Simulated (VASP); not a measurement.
Wanted: the native input for a VASP 6.6.1 run.

```yaml
Task: single point
Functional: r2SCAN
Potentials_or_basis: VASP PAW PBE potentials, release 64 (Ca_sv, O)
Cutoff: 520 eV
k_mesh: 8 × 8 × 8
Occupations: gaussian, width 0.05 eV
Spin: no spin polarisation
Dipole_correction: no
Further_INCAR_settings: ALGO = Normal; EDIFF = 1e-07; NBANDS = 15
```

The system is CaO.

```
Ca O
1.0
     0.00000    2.44900    2.44900
     2.44900    0.00000    2.44900
     2.44900    2.44900    0.00000
Ca O
1 1
Direct
  0.97448 0.02552 0.02552
  0.50000 0.50000 0.50000
```

This cell differs from its parent crystal: all Ca atoms moved +0.125 Å, as atom 1 along Cartesian [1 0 0].

These files were run (other wordings do the same):

POSCAR

```
CaO
1.0
    0.0000000000      2.4490000000      2.4490000000
    2.4490000000      0.0000000000      2.4490000000
    2.4490000000      2.4490000000      0.0000000000
Ca O
1 1
Direct
   -0.0255206207      0.0255206207      0.0255206207
    0.5000000000      0.5000000000      0.5000000000
```

INCAR.step1

```
PREC = Accurate ; ENCUT = 520
ISMEAR = 0 ; SIGMA = 0.05
LREAL = F ; LASPH = T
NELM = 100 ; NBANDS = 15
GGA = PE ; ALGO = Normal
EDIFF = 1E-4 ; LWAVE = T
LCHARG = F
```

INCAR.step2

```
PREC = Accurate ; ENCUT = 520
EDIFF = 1E-7 ; ISMEAR = 0
SIGMA = 0.05 ; LREAL = F
LASPH = T ; NELM = 100
ALGO = Normal ; ISIF = 2
LWAVE = F ; LCHARG = T
METAGGA = R2SCAN ; LMIXTAU = T
LELF = T ; LVHAR = T
NBANDS = 15 ; ISTART = 1
```

KPOINTS

```
Automatic mesh
0
Gamma
  8 8 8
```

Potentials or basis: VASP PAW PBE potentials, release 64 (Ca_sv, O).

Command:

```console
$ cat potpaw_PBE.64/Ca_sv/POTCAR potpaw_PBE.64/O/POTCAR > POTCAR
$ cp INCAR.step1 INCAR
$ mpirun -np 1 vasp_std > vasp.out
$ cp INCAR.step2 INCAR
$ mpirun -np 1 vasp_std > vasp.out
```

Results of the run:

| Item | Value |
| --- | --- |
| Pressure | -5.1 GPa |
| Largest force | 0.367 eV/Å |
| Band gap on the k mesh | 4.24 eV (least direct gap 4.59 eV) |

Caveat: the cell differs from its parent crystal (all Ca atoms moved +0.125 Å, as atom 1 along Cartesian [1 0 0]); the cell stands under tension; the PAW data sets were made with another functional, which shifts forces and pressure a little.

It took 3 min on 1 thread of Intel Xeon 8259CL, with other jobs on the host, peak memory 0.18 GiB.
